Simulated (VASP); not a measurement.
**Cd: single point with BLYP**

Cd:

```
CELL_PARAMETERS angstrom
2.96807 0.00000 0.00000
-1.48404 2.57043 0.00000
0.00000 0.00000 6.15224
ATOMIC_POSITIONS crystal
Cd 0.33333 0.66667 0.25000
Cd 0.66667 0.33333 0.75000
```

* Program: VASP 6.6.1
* Task: single point
* Functional: BLYP
* Potentials or basis: VASP PAW PBE potentials, release 64 (Cd)
* Cutoff: 520 eV
* k mesh: 19 × 19 × 8
* Occupations: fermi-dirac, width 0.1 eV
* Spin: no spin polarisation
* Dipole correction: no
* Further INCAR settings: ALGO = Normal; EDIFF = 1e-07; NBANDS = 19

* Pressure: 4.9 GPa
* Band gap on the k mesh: zero (bands 12 and 13 overlap by 4.13 eV)

Stress tensor (GPa, compression positive):
```
5.61 0.00 0.00
0.00 5.61 0.00
0.00 0.00 3.47
```

Levels at points of the mesh, in eV from the Fermi level:
```
           k point  band 8  band 9  band 10  band 11  band 12  band 13  band 14  band 15  band 16  band 17
(0.00, 0.00, 0.00)   -8.68   -8.56    -8.56    -8.28    -4.11    -2.78     7.74    12.23    15.22    15.36
(0.00, 0.00, 0.50)   -8.62   -8.62    -8.62    -7.07    -7.07     2.21     2.21    15.47    15.47    16.13
```

Run time: 54 s on 1 thread of Intel(R) Xeon(R) 6975P-C (Granite Rapids), with other jobs on the host, peak memory 0.28 GiB.

Caveat: the cell stands under pressure; the PAW data sets were made with another functional, which shifts forces and pressure a little.
